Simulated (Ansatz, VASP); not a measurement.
Si8O15 in VASP and in Ansatz

```
CELL_PARAMETERS angstrom
-4.22440 -4.22440 0.00000
4.22440 -4.22440 0.00000
0.00000 0.00000 5.37920
ATOMIC_POSITIONS crystal
Si 0.50139 0.49982 0.00136
Si 0.99860 0.49981 0.25216
Si 0.50043 0.49980 0.50136
Si 0.99860 0.49980 0.75057
Si 0.99955 0.99981 0.00138
Si 0.50558 0.99981 0.26036
Si 0.00353 0.99979 0.50138
Si 0.50561 0.99980 0.74233
O 0.19267 0.49981 0.00137
O 0.99382 0.19306 0.25339
O 0.80637 0.49980 0.00136
O 0.99381 0.80655 0.25338
O 0.19256 0.49982 0.50136
O 0.99383 0.19306 0.74936
O 0.80624 0.49981 0.50136
O 0.99382 0.80655 0.74937
O 0.69540 0.99981 0.00136
O 0.50125 0.69289 0.25325
O 0.30718 0.99980 0.00136
O 0.50124 0.30673 0.25325
O 0.50125 0.69289 0.74947
O 0.29927 0.99980 0.50135
O 0.50123 0.30673 0.74948
```

Alike in both runs: functional PBE; dispersion D3(BJ); k mesh 2 × 2 × 2; occupations fermi-dirac, width 0.05 eV; no spin polarisation.

Ansatz relaxed the structure, and its values are those at the end. VASP's run is a single point on that final structure, the one shown.

|  | VASP | Ansatz |
| --- | --- | --- |
| version | VASP 6.6.1 | Ansatz 0.2.0 |
| potentials or method | VASP PAW PBE potentials, release 64 (Si, O), cutoff 520 eV | scalar-relativistic, plane waves, PAW |
| valence electrons in the cell | 122 | 122 |

VASP gave:

- rms of the force components (eV/Å): 0.011

Estimate Ansatz's values.

rms of the force components (eV/Å): 0.004.

The k mesh is coarse, so the values compare programs but aren't converged.
